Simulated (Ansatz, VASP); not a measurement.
# FeGe: VASP beside Ansatz

```xyz
8
Lattice="4.3987 0.0000 0.0000 0.0000 4.3987 0.0000 0.0000 0.0000 4.3987" Properties=species:S:1:pos:R:3 pbc="T T T"
Fe    0.6112    0.6112    0.6112
Fe    1.5882    3.7875    2.8105
Fe    2.8105    1.5882    3.7875
Fe    3.7875    2.8105    1.5882
Ge    3.6977    3.6977    3.6977
Ge    2.9003    0.7010    1.4983
Ge    1.4983    2.9003    0.7010
Ge    0.7010    1.4983    2.9003
```

Alike in both runs: functional r2SCAN; k mesh 10 × 10 × 10; occupations gaussian, width 0.03 eV; no spin polarisation.

Ansatz relaxed the structure, and its values are those at the end. VASP's run is a single point on that final structure, the one shown.

|  | VASP | Ansatz |
| --- | --- | --- |
| version | VASP 6.6.1 | Ansatz 0.2.0 |
| potentials or method | VASP PAW PBE potentials, release 64 (Fe, Ge_d), cutoff 520 eV | scalar-relativistic, plane waves, PAW |
| valence electrons in the cell | 88 | 120 |

|  | VASP | Ansatz | Ansatz less VASP |
| --- | --- | --- | --- |
| gap on the k mesh at the Fermi level (eV) | 0.22 | 0.22 | +0.006 |
| least direct gap on the mesh (eV) | 0.24 | 0.25 | +0.006 |
| rms of the force components (eV/Å) | 0.020 | 0.000 | -0.0194 |

VASP's potentials were made for PBE, not for r2SCAN. The functional is the same, so the differences come from potentials, cutoffs and numerics. VASP's potentials hold 88 valence electrons a cell and Ansatz's 120, so a difference there can come from the potentials and not from the codes. Ansatz's warnings: stress scf threshold loose.
